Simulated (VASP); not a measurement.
# Sn (Cmce) in VASP: single point with r2SCAN

Aim: the single point of Sn with r2SCAN.

All numbers are computed with VASP 6.6.1; they aren't measurements. Logs are shortened: lines on timing, memory, paths and dates and some standing lists are left out, and cuts for length are marked.

## (1) The cell of the first run

It takes space group Cmce (No. 64, orthorhombic). The conventional cell has a = 4.134 Å, b = 13.114 Å, c = 5.470 Å, α = 90.00°, β = 90.00°, γ = 90.00°. Sn (site symmetry m) has 3 Sn at 2.71 to 2.75 Å within 3.6 Å.

## (2) Single point, r2SCAN

The input, POSCAR:

```
Sn
1.0
    2.0670106638     -6.5569824684      0.0000000000
    2.0670106638      6.5569824684      0.0000000000
    0.0000000000      0.0000000000      5.4703968022
Sn
4
Direct
    0.0980000000      0.9020000000      0.9100000000
    0.5980000000      0.4020000000      0.5900000000
    0.9020000000      0.0980000000      0.0900000000
    0.4020000000      0.5980000000      0.4100000000
```

The input, INCAR.step1:

```
SYSTEM = Sn
ALGO     = Normal         ! electronic algorithm
EDIFF    = 1E-4           ! SCF threshold, eV
ENCUT    = 520            ! plane-wave cutoff, eV
GGA      = PE             ! functional
ISMEAR   = 0              ! smearing method
LASPH    = .True.         ! aspherical terms in the spheres
LCHARG   = .False.        ! write CHGCAR
LREAL    = .False.        ! projectors in reciprocal space
LWAVE    = .True.         ! write WAVECAR
NBANDS   = 36             ! bands
NELM     = 60             ! most SCF steps
PREC     = Accurate       ! precision mode
SIGMA    = 0.1            ! smearing width, eV
```

The input, INCAR.step2:

```
SYSTEM = Sn
ALGO     = Normal         ! electronic algorithm
EDIFF    = 1E-6           ! SCF threshold, eV
ENCUT    = 520            ! plane-wave cutoff, eV
ISIF     = 2              ! what is computed and relaxed
ISMEAR   = 0              ! smearing method
ISTART   = 1            
LASPH    = .True.         ! aspherical terms in the spheres
LCHARG   = .False.        ! write CHGCAR
LMIXTAU  = .True.       
LREAL    = .False.        ! projectors in reciprocal space
LWAVE    = .False.        ! write WAVECAR
METAGGA  = R2SCAN         ! meta-GGA
NBANDS   = 36             ! bands
NELM     = 60             ! most SCF steps
PREC     = Accurate       ! precision mode
SIGMA    = 0.1            ! smearing width, eV
```

The input, KPOINTS:

```
k-points
0
Gamma
  4 4 4
  0 0 0
```

Potentials or basis: VASP PAW PBE potentials, release 64 (Sn_d).

The run is started by

```bash
> cat potpaw_PBE.64/Sn_d/POTCAR > POTCAR
> cp INCAR.step1 INCAR
> mpirun -np 1 vasp_std > vasp.out
> cp INCAR.step2 INCAR
> mpirun -np 1 vasp_std > vasp.out
```

OUTCAR:

```text
SYSTEM = Sn
   EDIFF = 1E-6
   ENCUT = 520
   ISIF = 2
   ISMEAR = 0
   ISTART = 1
   LASPH = .True.
   LREAL = .False.
   METAGGA = R2SCAN
   NELM = 60
   PREC = Accurate

 ion  position               nearest neighbor table
   1  0.098  0.902  0.910-   2 2.71   2 2.71   3 2.75
   2  0.598  0.402  0.590-   1 2.71   1 2.71   4 2.75
   3  0.902  0.098  0.090-   4 2.71   4 2.71   1 2.75
   4  0.402  0.598  0.410-   3 2.71   3 2.71   2 2.75

  LATTYP: Found a base centered orthorhombic cell.
 ALAT       =     4.1340213276
 B/A-ratio  =     3.1722054381
 C/A-ratio  =     1.3232628399

  Lattice vectors:

 A1 = (   2.0670106638,  -6.5569824684,   0.0000000000)
 A2 = (   2.0670106638,   6.5569824684,   0.0000000000)
 A3 = (   0.0000000000,   0.0000000000,   5.4703968022)

Analysis of symmetry for initial positions (statically):
=====================================================================
 Subroutine PRICEL returns:
 Original cell was already a primitive cell.

 Routine SETGRP: Setting up the symmetry group for a
 base centered orthorhombic supercell.

 Subroutine GETGRP returns: Found  8 space group operations
 (whereof  4 operations were pure point group operations)
 out of a pool of  8 trial point group operations.

The static configuration has the point symmetry C_2h.
 The point group associated with its full space group is D_2h.

Analysis of symmetry for dynamics (positions and initial velocities):
=====================================================================
 Subroutine PRICEL returns:
 Original cell was already a primitive cell.

 Routine SETGRP: Setting up the symmetry group for a
 base centered orthorhombic supercell.

 Subroutine GETGRP returns: Found  8 space group operations
 (whereof  4 operations were pure point group operations)
 out of a pool of  8 trial point group operations.

The dynamic configuration has the point symmetry C_2h.
 The point group associated with its full space group is D_2h.

 Subroutine INISYM returns: Found  8 space group operations
 (whereof  4 operations are pure point group operations),
 and found     1 'primitive' translations

----------------------------------------------------------------------------------------

                                     Primitive cell

  volume of cell :     148.2844

  direct lattice vectors                    reciprocal lattice vectors
     2.067010664 -6.556982468  0.000000000     0.241895220 -0.076254589  0.000000000
     2.067010664  6.556982468  0.000000000     0.241895220  0.076254589  0.000000000
     0.000000000  0.000000000  5.470396802     0.000000000  0.000000000  0.182802096

  length of vectors
     6.875067431  6.875067431  5.470396802     0.253629769  0.253629769  0.182802096

  position of ions in fractional coordinates (direct lattice)
     0.098000000  0.902000000  0.910000000
     0.598000000  0.402000000  0.590000000
     0.902000000  0.098000000  0.090000000
     0.402000000  0.598000000  0.410000000

  ion indices of the primitive-cell ions
   primitive index   ion index
                 1           1
                 2           2
                 3           3
                 4           4

----------------------------------------------------------------------------------------

 KPOINTS: k-points

Automatic generation of k-mesh.
 Grid dimensions read from file:
 generate k-points for:    4    4    4

 Generating k-lattice:

  Cartesian coordinates                     Fractional coordinates (reciprocal lattice)
     0.060473805 -0.019063647  0.000000000     0.250000000  0.000000000  0.000000000
     0.060473805  0.019063647  0.000000000     0.000000000  0.250000000  0.000000000
     0.000000000  0.000000000  0.045700524     0.000000000  0.000000000  0.250000000

  Length of vectors
     0.063407442  0.063407442  0.045700524

  Shift w.r.t. Gamma in fractional coordinates (k-lattice)
     0.000000000  0.000000000  0.000000000

 Subroutine IBZKPT returns following result:
 ===========================================

 Found     21 irreducible k-points:

 Following reciprocal coordinates:
            Coordinates               Weight
  0.000000  0.000000  0.000000      1.000000
  0.250000  0.000000  0.000000      4.000000
  0.500000  0.000000  0.000000      2.000000
  0.250000  0.250000  0.000000      2.000000
  0.500000  0.250000  0.000000      4.000000
 -0.250000  0.250000  0.000000      2.000000
[... 13 lines left out ...]
 -0.250000  0.250000  0.500000      2.000000
  0.500000  0.500000  0.500000      1.000000
   k-points           NKPTS =     21   k-points in BZ     NKDIM =     21   number of bands    NBANDS=     36
   number of dos      NEDOS =    301   number of ions     NIONS =      4
   total plane-waves  NPLWV = 122472
   dimension x,y,z NGX =    54 NGY =   54 NGZ =   42
   dimension x,y,z NGXF=   108 NGYF=  108 NGZF=   84
   ions per type =               4
   NGX,Y,Z   is equivalent  to a cutoff of  13.06, 13.06, 12.76 a.u.
   NGXF,Y,Z  is equivalent  to a cutoff of  26.12, 26.12, 25.53 a.u.
 SYSTEM =  Sn
   PREC   = accura    normal or accurate (medium, high low for compatibility)
   ISTART =      1    job   : 0-new  1-cont  2-samecut
   ICHARG =      0    charge: 1-file 2-atom 10-const
   ISPIN  =      1    spin polarized calculation?
   LNONCOLLINEAR =      F non collinear calculations
   LSORBIT =      F    spin-orbit coupling
   LASPH  =      T    aspherical Exc in radial PAW
   ENCUT  =  520.0 eV  38.22 Ry    6.18 a.u.  12.78 12.78 10.17*2*pi/ulx,y,z
   NELM   =     60;   NELMIN=  2; NELMDL=  0     # of ELM steps
   EDIFF  = 0.1E-05   stopping-criterion for ELM
   LREAL  =      F    real-space projection
   EDIFFG = 0.1E-04   stopping-criterion for IOM
   NSW    =      0    number of steps for IOM
   IBRION =     -1    ionic relax: 0-MD 1-quasi-New 2-CG
   NFREE  =      0    steps in history (QN), initial steepest desc. (CG)
   ISIF   =      2    stress and relaxation
   ISYM   =      2    0-nonsym 1-usesym 2-fastsym
   POTIM  = 0.5000    time-step for ionic-motion
   TEBEG  =    0.0;   TEEND  =   0.0 temperature during run
   PSTRESS=    0.0 pullay stress
   NELECT =      56.0000    total number of electrons
   NUPDOWN=      -1.0000    fix difference up-down
   EMIN   =  10.00;   EMAX   =-10.00  energy-range for DOS
   EFERMI =   0.00;   METHOD = LEGACY
   ISMEAR =     0;   SIGMA  =   0.10  broadening in eV -4-tet -1-fermi 0-gaus
   EFERMI_NEDOS =   21; number of points for ismear=-14 and -15
   IALGO  =     38    algorithm
   IMIX   =      4    mixing-type and parameters
     AMIX     =   0.40;   BMIX     =  1.00
     AMIX_MAG =   1.60;   BMIX_MAG =  1.00
  volume/ion in A,a.u.               =      37.07       250.17
  Fermi-wavevector in a.u.,A,eV,Ry     =   1.183329  2.236168 19.051809  1.400268
  Thomas-Fermi vector in A             =   2.319566
   LORBIT       =      0    0 simple, 1 ext, 2 COOP (PROOUT), +10 PAW based schemes
   METAGGA = R2SCAN    functional components
   LHFCALC =     F    Hartree Fock is set to
   AEXX    =    0.0000 exact exchange contribution
   IVDW    =     0    specifies the selected vdW correction
   LEPSILON=     F    determine dielectric tensor
   LRPA    =     F    only Hartree local field effects (RPA)
 non-spin polarized calculation
 Gauss-broadening in eV      SIGMA  =   0.10
  energy-cutoff  :      520.00
  volume of cell :      148.28
 maximum number of plane-waves:      4024
 NGX is ok and might be reduce to    54
   NGX = 25   NGY = 25   NGZ = 21

 number of electron      56.0000020 magnetization

 Free energy of the ion-electron system (eV)
  ---------------------------------------------------
  ext. energy  EPLUGINS =         0.00000000
  ---------------------------------------------------
  free energy    TOTEN  =       -96.18754069 eV

  energy without entropy =      -96.17465300  energy(sigma->0) =      -96.18109685

 E-fermi :   4.4855     XC(G=0):  -9.2076

 val. band max:        4.4419667758   @ k =   0.2500   0.2500   0.2500
 cond. band min:       4.5042980123   @ k =   0.0000   0.0000   0.0000
 fundamental gap:      0.0623312365
 Fermi energy:         4.4854852126

 k-point     1 :       0.0000    0.0000    0.0000
  band No.  band energies     occupation
      1     -17.8492      2.00000
      2     -17.8376      2.00000
      3     -17.8242      2.00000
      4     -17.6513      2.00000
      5     -17.6254      2.00000
      6     -17.6194      2.00000
[... 28 lines left out ...]
     35      11.4492      0.00000
     36      11.4687      0.00000

 k-point     2 :       0.2500    0.0000    0.0000
  band No.  band energies     occupation
      1     -17.8237      2.00000
      2     -17.8156      2.00000
      3     -17.8000      2.00000
      4     -17.6476      2.00000
      5     -17.6461      2.00000
      6     -17.5624      2.00000
[... 28 lines left out ...]
     35       9.9558      0.00000
     36      10.6577      0.00000

 k-point     3 :       0.5000    0.0000    0.0000
  band No.  band energies     occupation
      1     -17.8054      2.00000
      2     -17.8054      2.00000
      3     -17.6809      2.00000
      4     -17.6809      2.00000
      5     -17.6160      2.00000
      6     -17.6160      2.00000
[... 28 lines left out ...]
     35       9.5260      0.00000
     36       9.5260      0.00000
[... 625 lines left out ...]
 k-point    20 :      -0.2500    0.2500    0.5000
  band No.  band energies     occupation
      1     -17.8368      2.00000
      2     -17.8368      2.00000
      3     -17.7517      2.00000
      4     -17.7517      2.00000
      5     -17.6309      2.00000
      6     -17.6309      2.00000
[... 28 lines left out ...]
     35       9.6536      0.00000
     36       9.6536      0.00000

 k-point    21 :       0.5000    0.5000    0.5000
  band No.  band energies     occupation
      1     -17.8368      2.00000
      2     -17.8368      2.00000
      3     -17.7520      2.00000
      4     -17.7520      2.00000
      5     -17.6314      2.00000
      6     -17.6314      2.00000
[... 28 lines left out ...]
     35       9.5141      0.00000
     36       9.5141      0.00000

------------------------ aborting loop because EDIFF is reached ----------------------------------------

  FORCE on cell =-STRESS in cart. coord.  units (eV):
  Direction    XX          YY          ZZ          XY          YZ          ZX
  --------------------------------------------------------------------------------------
  -------------------------------------------------------------------------------------
  Total        7.1624030      0.7329018      4.6875635      0.0000000     -0.0000000      0.0000000
  in kB       77.3880263      7.9188263     50.6479865      0.0000000     -0.0000000      0.0000000
  external PRESSURE =      45.3182797 kB  Pullay stress =       0.0000000 kB

 VOLUME and BASIS-vectors are now :
 -----------------------------------------------------------------------------
  energy-cutoff  :      520.00
  volume of cell :      148.28
      direct lattice vectors                 reciprocal lattice vectors
     2.067010664 -6.556982468  0.000000000     0.241895220 -0.076254589  0.000000000
     2.067010664  6.556982468  0.000000000     0.241895220  0.076254589  0.000000000
     0.000000000  0.000000000  5.470396802     0.000000000  0.000000000  0.182802096

 POSITION                                       TOTAL-FORCE (eV/Angst)
 -----------------------------------------------------------------------------------
      2.06701      5.27181      4.97806         0.000000     -0.487166      1.095871
      2.06701     -1.28517      3.22753         0.000000     -0.487166     -1.095871
      2.06701     -5.27181      0.49234         0.000000      0.487166     -1.095871
      2.06701      1.28517      2.24286         0.000000      0.487166      1.095871
 -----------------------------------------------------------------------------------
    total drift:                               -0.000000     -0.000000      0.000000

  FREE ENERGIE OF THE ION-ELECTRON SYSTEM (eV)
  ---------------------------------------------------
  free  energy   TOTEN  =       -96.1875406861 eV

  energy  without entropy=      -96.1746530044  energy(sigma->0) =      -96.18109685
```

Run time: 5.2 min. Hardware: 1 thread of Intel Xeon 6975P-C (Granite Rapids), shared host; peak memory 0.41 GiB.

Results:

- Free energy: -96.1875 eV
- Pressure: 4.5 GPa
- Largest force: 1.199 eV/Å
- Band gap on the k mesh: zero (band 28 reaches 5.19 eV, above the bottom of band 29 at 4.06 eV)

Forces on the atoms (eV/Å):
```
Sn   0.000 -0.487  1.096
Sn   0.000 -0.487 -1.096
Sn   0.000  0.487 -1.096
Sn   0.000  0.487  1.096
```

Caveat: the k points lie up to 0.40 Å⁻¹ apart; the PAW data sets were made with another functional, which shifts forces and pressure a little; spin-orbit coupling is left out, which moves the levels of the heavy elements.
